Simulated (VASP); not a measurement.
# FeO (Fm-3m) in VASP: notebook

Runs on FeO. Level: PBE. Tasks: single point.

Everything below comes from runs of VASP 6.6.1. Logs are shortened: lines on timing, memory, paths and dates and some standing lists are left out, and cuts for length are marked.

**What was measured.**

From “W\"ustite: Electric, thermodynamic and optical properties of FeO”, 2012, arxiv:1203.1201, for a bulk crystal of FeO: band gap 2.4 eV (optical).

The results are compared with them further down.

## Step 1: The cell of the first run

Symmetry: Fm-3m, No. 225, cubic system. Conventional cell: a = 4.311 Å, b = 4.311 Å, c = 4.311 Å, α = 90.00°, β = 90.00°, γ = 90.00°. Fe (site symmetry m-3m) has 6 O at 2.16 Å within 2.9 Å. O (site symmetry m-3m) has 6 Fe at 2.16 Å within 2.9 Å.

## Step 2: Single point, PBE, collinear spin, ferromagnetic start

Input file INCAR:

```
  ALGO = Normal
  EDIFF = 1E-6
  ENCUT = 700
  GGA = PE
  GGA_COMPAT = False
  ISIF = 2
  ISMEAR = 0
  ISPIN = 2
  LASPH = True
  LCHARG = False
  LMAXMIX = 4
  LORBIT = 11
  LREAL = False
  LWAVE = False
  MAGMOM = 3 0
  NBANDS = 22
  NELM = 200
  PREC = Accurate
  SIGMA = 0.05
```

Input file KPOINTS:

```
k-points
0
Gamma
  9 9 9
```

Input file POSCAR:

```
FeO
1.0
    0.0000000000      2.1554000000      2.1554000000
    2.1554000000      0.0000000000      2.1554000000
    2.1554000000      2.1554000000      0.0000000000
Fe O
1 1
Direct
    0.0000000000      0.0000000000      0.0000000000
    0.5000000000      0.5000000000      0.5000000000
```

Potentials or basis: VASP PAW PBE potentials, release 64 (Fe_sv, O).

Run with:

```
> cat potpaw_PBE.64/Fe_sv/POTCAR potpaw_PBE.64/O/POTCAR > POTCAR
> mpirun -np 1 vasp_std > vasp.out
```

OUTCAR:

```text
EDIFF = 1E-6
   ENCUT = 700
   GGA = PE
   ISIF = 2
   ISMEAR = 0
   ISPIN = 2
   LASPH = True
   LORBIT = 11
   LREAL = False
   NELM = 200
   PREC = Accurate

 ion  position               nearest neighbor table
   1  0.000  0.000  0.000-   2 2.16   2 2.16   2 2.16   2 2.16   2 2.16   2 2.16
   2  0.500  0.500  0.500-   1 2.16   1 2.16   1 2.16   1 2.16   1 2.16   1 2.16

  LATTYP: Found a face centered cubic cell.
 ALAT       =     4.3108000000

  Lattice vectors:

 A1 = (   0.0000000000,   2.1554000000,   2.1554000000)
 A2 = (   2.1554000000,   0.0000000000,   2.1554000000)
 A3 = (   2.1554000000,   2.1554000000,   0.0000000000)

Analysis of symmetry for initial positions (statically):
=====================================================================
 Subroutine PRICEL returns:
 Original cell was already a primitive cell.

 Routine SETGRP: Setting up the symmetry group for a
 face centered cubic supercell.

 Subroutine GETGRP returns: Found 48 space group operations
 (whereof 48 operations were pure point group operations)
 out of a pool of 48 trial point group operations.

The static configuration has the point symmetry O_h .

Analysis of symmetry for dynamics (positions and initial velocities):
=====================================================================
 Subroutine PRICEL returns:
 Original cell was already a primitive cell.

 Routine SETGRP: Setting up the symmetry group for a
 face centered cubic supercell.

 Subroutine GETGRP returns: Found 48 space group operations
 (whereof 48 operations were pure point group operations)
 out of a pool of 48 trial point group operations.

The dynamic configuration has the point symmetry O_h .

Analysis of structural, dynamic, and magnetic symmetry:
=====================================================================
 Subroutine PRICEL returns:
 Original cell was already a primitive cell.

 Routine SETGRP: Setting up the symmetry group for a
 face centered cubic supercell.

 Subroutine GETGRP returns: Found 48 space group operations
 (whereof 48 operations were pure point group operations)
 out of a pool of 48 trial point group operations.

The overall configuration has the point symmetry O_h .

 Subroutine INISYM returns: Found 48 space group operations
 (whereof 48 operations are pure point group operations),
 and found     1 'primitive' translations

----------------------------------------------------------------------------------------

                                     Primitive cell

  volume of cell :      20.0269

  direct lattice vectors                    reciprocal lattice vectors
     0.000000000  2.155400000  2.155400000    -0.231975503  0.231975503  0.231975503
     2.155400000  0.000000000  2.155400000     0.231975503 -0.231975503  0.231975503
     2.155400000  2.155400000  0.000000000     0.231975503  0.231975503 -0.231975503

  length of vectors
     3.048195912  3.048195912  3.048195912     0.401793358  0.401793358  0.401793358

  position of ions in fractional coordinates (direct lattice)
     0.000000000  0.000000000  0.000000000
     0.500000000  0.500000000  0.500000000

  ion indices of the primitive-cell ions
   primitive index   ion index
                 1           1
                 2           2

----------------------------------------------------------------------------------------

 KPOINTS: k-points

Automatic generation of k-mesh.
 Grid dimensions read from file:
 generate k-points for:    9    9    9

 Generating k-lattice:

  Cartesian coordinates                     Fractional coordinates (reciprocal lattice)
    -0.025775056  0.025775056  0.025775056     0.111111111  0.000000000  0.000000000
     0.025775056 -0.025775056  0.025775056     0.000000000  0.111111111  0.000000000
     0.025775056  0.025775056 -0.025775056     0.000000000  0.000000000  0.111111111

  Length of vectors
     0.044643706  0.044643706  0.044643706

  Shift w.r.t. Gamma in fractional coordinates (k-lattice)
     0.000000000  0.000000000  0.000000000

 Subroutine IBZKPT returns following result:
 ===========================================

 Found     35 irreducible k-points:

 Following reciprocal coordinates:
            Coordinates               Weight
  0.000000  0.000000  0.000000      1.000000
  0.111111  0.000000  0.000000      8.000000
  0.222222  0.000000  0.000000      8.000000
  0.333333  0.000000  0.000000      8.000000
  0.444444  0.000000  0.000000      8.000000
  0.111111  0.111111  0.000000      6.000000
[... 16 lines left out ...]
 -0.333333  0.333333  0.000000     12.000000
  0.444444  0.444444  0.000000      6.000000
 [... further k-points ...]
   k-points           NKPTS =     35   k-points in BZ     NKDIM =     35   number of bands    NBANDS=     22
   number of dos      NEDOS =    301   number of ions     NIONS =      2
   total plane-waves  NPLWV =  21952
   dimension x,y,z NGX =    28 NGY =   28 NGZ =   28
   dimension x,y,z NGXF=    56 NGYF=   56 NGZF=   56
   ions per type =               1   1
   NGX,Y,Z   is equivalent  to a cutoff of  15.27, 15.27, 15.27 a.u.
   NGXF,Y,Z  is equivalent  to a cutoff of  30.54, 30.54, 30.54 a.u.
 SYSTEM =  unknown system
   PREC   = accura    normal or accurate (medium, high low for compatibility)
   ISTART =      0    job   : 0-new  1-cont  2-samecut
   ICHARG =      2    charge: 1-file 2-atom 10-const
   ISPIN  =      2    spin polarized calculation?
   LNONCOLLINEAR =      F non collinear calculations
   LSORBIT =      F    spin-orbit coupling
   LASPH  =      T    aspherical Exc in radial PAW
   ENCUT  =  700.0 eV  51.45 Ry    7.17 a.u.   6.58  6.58  6.58*2*pi/ulx,y,z
   NELM   =    200;   NELMIN=  2; NELMDL= -5     # of ELM steps
   EDIFF  = 0.1E-05   stopping-criterion for ELM
   LREAL  =      F    real-space projection
   EDIFFG = 0.1E-04   stopping-criterion for IOM
   NSW    =      0    number of steps for IOM
   IBRION =     -1    ionic relax: 0-MD 1-quasi-New 2-CG
   NFREE  =      0    steps in history (QN), initial steepest desc. (CG)
   ISIF   =      2    stress and relaxation
   ISYM   =      2    0-nonsym 1-usesym 2-fastsym
   POTIM  = 0.5000    time-step for ionic-motion
   TEBEG  =    0.0;   TEEND  =   0.0 temperature during run
   PSTRESS=    0.0 pullay stress
   NELECT =      22.0000    total number of electrons
   NUPDOWN=      -1.0000    fix difference up-down
   EMIN   =  10.00;   EMAX   =-10.00  energy-range for DOS
   EFERMI =   0.00;   METHOD = LEGACY
   ISMEAR =     0;   SIGMA  =   0.05  broadening in eV -4-tet -1-fermi 0-gaus
   EFERMI_NEDOS =   21; number of points for ismear=-14 and -15
   IALGO  =     38    algorithm
   IMIX   =      4    mixing-type and parameters
     AMIX     =   0.40;   BMIX     =  1.00
     AMIX_MAG =   1.60;   BMIX_MAG =  1.00
  volume/ion in A,a.u.               =      10.01        67.57
  Fermi-wavevector in a.u.,A,eV,Ry     =   1.689187  3.192101 38.822242  2.853354
  Thomas-Fermi vector in A             =   2.771359
   LORBIT       =     11    0 simple, 1 ext, 2 COOP (PROOUT), +10 PAW based schemes
   GGA     = PE    functional components
   LHFCALC =     F    Hartree Fock is set to
   AEXX    =    0.0000 exact exchange contribution
   IVDW    =     0    specifies the selected vdW correction
   LEPSILON=     F    determine dielectric tensor
   LRPA    =     F    only Hartree local field effects (RPA)
 spin polarized calculation
 Gauss-broadening in eV      SIGMA  =   0.05
  energy-cutoff  :      700.00
  volume of cell :       20.03
 maximum number of plane-waves:       869
   NGX = 13   NGY = 13   NGZ = 13

 number of electron      21.9999992 magnetization       3.9999470

 Free energy of the ion-electron system (eV)
  ---------------------------------------------------
  ext. energy  EPLUGINS =         0.00000000
  ---------------------------------------------------
  free energy    TOTEN  =       -15.04090824 eV

  energy without entropy =      -15.03849979  energy(sigma->0) =      -15.03970402

 E-fermi :   9.7712     XC(G=0): -12.5274

 val. band max:        9.7704856776   @ k =   0.2222   0.1111   0.0000
 cond. band min:       9.8254176133   @ k =   0.0000   0.0000   0.0000
 fundamental gap:      0.0549319357
 Fermi energy:         9.7712139743

 spin component 1

 k-point     1 :       0.0000    0.0000    0.0000
  band No.  band energies     occupation
      1     -80.1064      1.00000
      2     -46.1329      1.00000
      3     -46.1329      1.00000
      4     -46.1329      1.00000
      5     -10.9725      1.00000
      6       5.9369      1.00000
[... 14 lines left out ...]
     21      30.3695      0.00000
     22      33.4352      0.00000
[... 552 lines left out ...]
  band No.  band energies     occupation
      1     -80.0995      1.00000
      2     -46.1790      1.00000
      3     -46.1518      1.00000
      4     -46.1518      1.00000
      5      -9.8594      1.00000
      6       2.3239      1.00000
[... 14 lines left out ...]
     21      39.5322      0.00000
     22      39.5322      0.00000

 [... further k-points ...]

 spin component 2

 k-point     1 :       0.0000    0.0000    0.0000
  band No.  band energies     occupation
      1     -75.9425      1.00000
      2     -42.0622      1.00000
      3     -42.0622      1.00000
      4     -42.0622      1.00000
      5     -10.4492      1.00000
      6       6.4832      1.00000
[... 14 lines left out ...]
     21      31.9614      0.00000
     22      34.5584      0.00000
[... 552 lines left out ...]
  band No.  band energies     occupation
      1     -75.9342      1.00000
      2     -42.1197      1.00000
      3     -42.0855      1.00000
      4     -42.0855      1.00000
      5      -9.2798      1.00000
      6       2.8457      1.00000
[... 14 lines left out ...]
     21      39.6971      0.00000
     22      39.6971      0.00000

 [... further k-points ...]

------------------------ aborting loop because EDIFF is reached ----------------------------------------

  FORCE on cell =-STRESS in cart. coord.  units (eV):
  Direction    XX          YY          ZZ          XY          YZ          ZX
  --------------------------------------------------------------------------------------
  -------------------------------------------------------------------------------------
  Total       -0.1749741     -0.1749741     -0.1749741     -0.0000000     -0.0000000      0.0000000
  in kB      -13.9981501    -13.9981501    -13.9981501     -0.0000000     -0.0000000      0.0000000
  external PRESSURE =     -13.9981501 kB  Pullay stress =       0.0000000 kB

 VOLUME and BASIS-vectors are now :
 -----------------------------------------------------------------------------
  energy-cutoff  :      700.00
  volume of cell :       20.03
      direct lattice vectors                 reciprocal lattice vectors
     0.000000000  2.155400000  2.155400000    -0.231975503  0.231975503  0.231975503
     2.155400000  0.000000000  2.155400000     0.231975503 -0.231975503  0.231975503
     2.155400000  2.155400000  0.000000000     0.231975503  0.231975503 -0.231975503

 POSITION                                       TOTAL-FORCE (eV/Angst)
 -----------------------------------------------------------------------------------
      0.00000      0.00000      0.00000        -0.000000     -0.000000     -0.000000
      2.15540      2.15540      2.15540         0.000000      0.000000      0.000000
 -----------------------------------------------------------------------------------
    total drift:                                0.000000      0.000000      0.000000

  FREE ENERGIE OF THE ION-ELECTRON SYSTEM (eV)
  ---------------------------------------------------
  free  energy   TOTEN  =       -15.0409082353 eV

  energy  without entropy=      -15.0384997947  energy(sigma->0) =      -15.03970402

 total charge

# of ion       s       p       d       tot
------------------------------------------
    1        2.103   5.998   5.515  13.616
    2        1.552   3.442   0.000   4.994
--------------------------------------------------
tot          3.654   9.440   5.515  18.610

 magnetization (x)

# of ion       s       p       d       tot
------------------------------------------
    1        0.015   0.010   3.453   3.478
    2        0.030   0.266   0.000   0.296
--------------------------------------------------
tot          0.045   0.276   3.453   3.774
```

Wall time 24 s (1 thread of AMD EPYC 9R45 (Zen 5), shared host); peak memory 0.16 GiB.

Results:

| Item | Value |
| --- | --- |
| Free energy | -15.0409 eV |
| Pressure | -1.4 GPa |
| Band gap on the k mesh | zero (filled and empty bands overlap) |
| Net moment | 4.00 μB per cell |
| Site moments | Fe +3.48; O +0.30 μB |
| Valence electrons inside the program's atomic spheres | Fe 13.62; O 4.99 |

Levels at points of the mesh, in eV from the Fermi level:
Spin up:
| k point | band 11 | band 12 | band 13 | band 14 | band 15 | band 16 |
| --- | --- | --- | --- | --- | --- | --- |
| (0.00, 0.00, 0.00) | -3.83 | -3.64 | -3.64 | 0.05 | 15.29 | 16.99 |
Spin down:
```csv
k point,band 7,band 8,band 9,band 10,band 11,band 12
"(0.00, 0.00, 0.00)",-3.29,-3.29,-0.69,-0.69,-0.69,0.26
```

Caveat: a cell with one magnetic atom can't hold antiferromagnetic order, which such compounds often take; semilocal functionals often make such compounds metallic where correlation or magnetic order opens a gap, which also shifts bond lengths. With open d or f shells a metallic result of PBE can be an artefact of self-interaction; +U or a hybrid may open a gap.

## Step 3: Single point, PBE, collinear spin, ferromagnetic start

Input file INCAR:

```
ALGO = Normal
EDIFF = 1E-6
ENCUT = 1340
GGA = PE
GGA_COMPAT = F
ISIF = 2
ISMEAR = 0
ISPIN = 2
LASPH = T
LCHARG = F
LMAXMIX = 4
LORBIT = 11
LREAL = F
LWAVE = F
MAGMOM = 3 0
NBANDS = 22
NELM = 200
PREC = Accurate
SIGMA = 0.019000000000000003
```

Input file KPOINTS:

```
k-points
0
Gamma
  11 11 11
```

POSCAR is that of step 2.

Potentials or basis: VASP PAW PBE potentials, release 64 (Fe_sv, O_h).

Run with:

```
> cat potpaw_PBE.64/Fe_sv/POTCAR potpaw_PBE.64/O_h/POTCAR > POTCAR
> mpirun -np 1 vasp_std > vasp.out
```

Run time: 3.3 min. Hardware: 1 thread of AMD EPYC 7R43 (Zen 3), shared host; peak memory 0.3 GiB.

Results (log left out):

| Item | Value |
| --- | --- |
| Free energy | -15.0420 eV |
| Pressure | -1.0 GPa |
| Band gap on the k mesh | zero (filled and empty bands overlap) |
| Net moment | 4.00 μB per cell |
| Site moments | Fe +3.48; O +0.23 μB |
| Valence electrons inside the program's atomic spheres | Fe 13.62; O 3.35 |

Levels at points of the mesh, in eV from the Fermi level:
Spin up:
```
           k point  band 9  band 10  band 11  band 12  band 13  band 14  band 15  band 16  band 17  band 18
(0.00, 0.00, 0.00)   -3.88    -3.88    -3.88    -3.68    -3.68     0.01    15.24    16.94    16.94    16.94
```
Spin down:
| k point | band 6 | band 7 | band 8 | band 9 | band 10 | band 11 | band 12 | band 13 |
| --- | --- | --- | --- | --- | --- | --- | --- | --- |
| (0.00, 0.00, 0.00) | -3.33 | -3.33 | -3.33 | -0.74 | -0.74 | -0.74 | 0.21 | 0.22 |

Caveat: a cell with one magnetic atom can't hold antiferromagnetic order, which such compounds often take; semilocal functionals often make such compounds metallic where correlation or magnetic order opens a gap, which also shifts bond lengths.

## Step 4: How close it comes

Step 3. A measured gap of FeO is 2.4 eV (optical; quoted in “W\"ustite: Electric, thermodynamic and optical properties of FeO”, 2012, arxiv:1203.1201); the calculated 0.00 eV misses it by -2.40 eV. So large a miss can be the level of theory's own, or it may mean another phase, state or a wrong row. The value is that of PBE on a finite k mesh, which can miss the band edges, without temperature or zero-point motion. Semilocal functionals fall short of measured gaps as a rule. The run's magnetic order (collinear spin, ferromagnetic start) needn't be the measured crystal's.

The gap in the log of VASP goes by the Fermi energy; the results here count the filled bands.